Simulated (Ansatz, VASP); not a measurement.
# Two plane-wave programs on Li2O

```
O Li
1.0
     0.00000    2.30000    2.30000
     2.30000    0.00000    2.30000
     2.30000    2.30000    0.00000
O Li
1 2
Direct
  0.00000 0.00000 0.00000
  0.25000 0.25000 0.25000
  0.75000 0.75000 0.75000
```

Alike in both runs: task relaxation of cell and atoms; functional PBE; dispersion D3(BJ); k mesh 8 × 8 × 8; occupations gaussian, width 0.02 eV; no spin polarisation.

|  | VASP | Ansatz |
| --- | --- | --- |
| version | VASP 6.6.1 | Ansatz 0.2.0 |
| potentials or method | VASP PAW PBE potentials, release 64 (O, Li_sv), cutoff 750 eV | scalar-relativistic, plane waves, PAW |
| valence electrons in the cell | 12 | 12 |

```tsv
	VASP	Ansatz	Ansatz less VASP
gap on the k mesh at the Fermi level, each at its own relaxed structure (eV)	5.10	5.12	+0.014
relaxed volume (Å³/atom)	7.71	7.71	+0.001
relaxed cell length with the largest relative difference (Å)	3.198	3.198	+0.0002
```
